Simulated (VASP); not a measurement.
Input of a VASP 6.6.1 run:

INCAR

```
SYSTEM = AgAu2Cl3
PREC     = Accurate       ! precision mode
ENCUT    = 520            ! plane-wave cutoff, eV
EDIFF    = 1E-6           ! SCF threshold, eV
ISMEAR   = -1             ! smearing method
SIGMA    = 0.03           ! smearing width, eV
LREAL    = .FALSE.        ! projectors in reciprocal space
LASPH    = .TRUE.         ! aspherical terms in the spheres
NELM     = 100            ! most SCF steps
ALGO     = Normal         ! electronic algorithm
ISIF     = 2              ! what is computed and relaxed
LWAVE    = .FALSE.        ! write WAVECAR
LCHARG   = .FALSE.        ! write CHGCAR
GGA      = PS             ! functional
NBANDS   = 36             ! bands
```

Contents of KPOINTS:

```
regular mesh
0
G
  6 6 2
  0 0 0
```

Contents of POSCAR:

```
AgAu2Cl3
1.0
    4.1305609015      0.0000000000      0.0000000000
   -2.0652804507      3.5771706726      0.0000000000
    0.0000000000      0.0000000000      9.6245522035
Ag Au Cl
1 2 3
Direct
    0.3333333333      0.6666666667      0.7068794877
    0.0000000000      0.0000000000      0.8784525185
    0.6666666667      0.3333333333      0.3019748921
    0.0000000000      0.0000000000      0.2757146084
    0.6666666667      0.3333333333      0.6047772473
    0.3333333333      0.6666666667      0.9822012460
```

Potentials or basis: VASP PAW PBE potentials, release 64 (Ag, Au, Cl).

Command:

```console
$ cat potpaw_PBE.64/Ag/POTCAR potpaw_PBE.64/Au/POTCAR potpaw_PBE.64/Cl/POTCAR > POTCAR
$ mpirun -np 1 vasp_std > vasp.out
```

Task: Estimate the largest force.

Result: 0.020 eV/Å.

Task: Estimate the band gap on the k mesh.

Result: Zero (filled and empty bands overlap).

Task: What does it give for the pressure?

Result: -0.1 GPa.

Forces in eV/Å, atoms in the order of the input:
```
Ag   0.000  0.000  0.009
Au   0.000  0.000  0.002
Au   0.000  0.000  0.002
Cl   0.000  0.000 -0.002
Cl   0.000  0.000  0.009
Cl   0.000  0.000 -0.020
```

Caveat: the PAW data sets were made with another functional, which shifts forces and pressure a little; spin-orbit coupling is left out, which moves the levels of the heavy elements.
